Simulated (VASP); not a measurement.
Set up this calculation in VASP 6.6.1, as the native input.

- Task: single point
- Functional: PBE
- Potentials or basis: VASP PAW PBE potentials, release 64 (Si, Ge_d)
- Cutoff: 500 eV
- k mesh: 4 × 4 × 2
- Occupations: gaussian, width 0.1 eV
- Spin: no spin polarisation
- Dipole correction: no
- Further INCAR settings: ALGO = Normal; EDIFF = 1e-06; NBANDS = 61

The structure of Si2Ge3 lies in POSCAR:

```
Si2Ge3
1.0
    4.8922676291      0.0000000000      0.0000000000
   -0.3388527816      4.9220409418      0.0000000000
   -0.4169230602     -0.3567353896     10.0354081439
Si Ge
4 6
Direct
    0.7795750125      0.3430141517      0.9041154843
    0.0556799061      0.6911597000      0.4570289555
    0.5545621312      0.9199412574      0.7735076011
    0.5041666383      0.0930056276      0.2814251601
    0.9597487391      0.8131477445      0.9958893618
    0.0591629944      0.1959276248      0.5140581363
    0.5427628017      0.9064454233      0.5175674189
    0.4886900312      0.0238316866      0.0323519947
    0.0652206132      0.0617314776      0.7651804405
    0.9904311324      0.9517953065      0.2588754468
```

One way to write it, as run:

INCAR

```
SYSTEM = Si2Ge3
ALGO = Normal ; EDIFF = 1E-6
ENCUT = 500 ; GGA = PE
GGA_COMPAT = .False. ; ISIF = 2
ISMEAR = 0 ; LASPH = .True.
LCHARG = .False. ; LREAL = .False.
LWAVE = .False. ; NBANDS = 61
NELM = 120 ; PREC = Accurate
SIGMA = 0.1
```

KPOINTS

```
k-points
0
Gamma
  4 4 2
  0 0 0
```

Potentials or basis: VASP PAW PBE potentials, release 64 (Si, Ge_d).

Launch:

```console
$ cat potpaw_PBE.64/Si/POTCAR potpaw_PBE.64/Ge_d/POTCAR > POTCAR
$ mpirun -np 1 vasp_std > vasp.out
```

Results of the run:

The pressure is -0.3 GPa. The largest force is 0.333 eV/Å and the band gap on the k mesh is zero (bands 50 and 51 overlap by 1.29 eV).

Run time: 9.5 min on 1 thread of Intel Xeon 8259CL (shared host), peak memory 0.43 GiB.
